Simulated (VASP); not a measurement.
Set up this calculation in VASP 6.6.1, as the native input.

```yaml
Task: single point
Functional: PBE
Potentials_or_basis: VASP PAW PBE potentials, release 64 (As)
Cutoff: 520 eV
k_mesh: 9 × 9 × 1
Occupations: gaussian, width 0.02 eV
Spin: no spin polarisation
Dipole_correction: yes
Further_INCAR_settings: ALGO = Normal; EDIFF = 1e-06; NBANDS = 12
```

The structure of As lies in POSCAR:

```
As
1.0
    3.3810000000      0.0000000000      0.0000000000
   -1.6905000000      2.9280318902      0.0000000000
    0.0000000000      0.0000000000     28.0000000000
As
2
Direct
    0.3333333333      0.6666666667      0.5053214286
    0.6666666667      0.3333333333      0.4946785714
```

The input as run:

INCAR

```
SYSTEM = As
PREC     = Accurate       ! precision mode
ENCUT    = 520            ! plane-wave cutoff, eV
EDIFF    = 1E-6           ! SCF threshold, eV
ISMEAR   = 0              ! smearing method
SIGMA    = 0.02           ! smearing width, eV
LREAL    = .False.        ! projectors in reciprocal space
LASPH    = .True.         ! aspherical terms in the spheres
NELM     = 100            ! most SCF steps
ALGO     = Normal         ! electronic algorithm
ISIF     = 2              ! what is computed and relaxed
LWAVE    = .False.        ! write WAVECAR
LCHARG   = .True.         ! write CHGCAR
LDIPOL   = .True.       
IDIPOL   = 3            
DIPOL    = 0.5 0.5 0.500
GGA      = PE             ! functional
LELF     = .True.         ! ELF
LVHAR    = .True.       
LVACPOTAV= .True.       
NBANDS   = 12             ! bands
```

KPOINTS

```
regular mesh
0
Gamma
  9 9 1
  0 0 0
```

Potentials or basis: VASP PAW PBE potentials, release 64 (As).

Run with:

```console
$ cat potpaw_PBE.64/As/POTCAR > POTCAR
$ mpirun -np 1 vasp_std > vasp.out
```

Results of the run:

The largest force is 4.891 eV/Å. The band gap on the k mesh is zero (band 5 reaches -0.63 eV, above the bottom of band 6 at -3.11 eV).

Wall time 120 s on 1 thread of Intel(R) Xeon(R) Platinum 8488C (Sapphire Rapids), with other jobs on the host, peak memory 0.39 GiB.
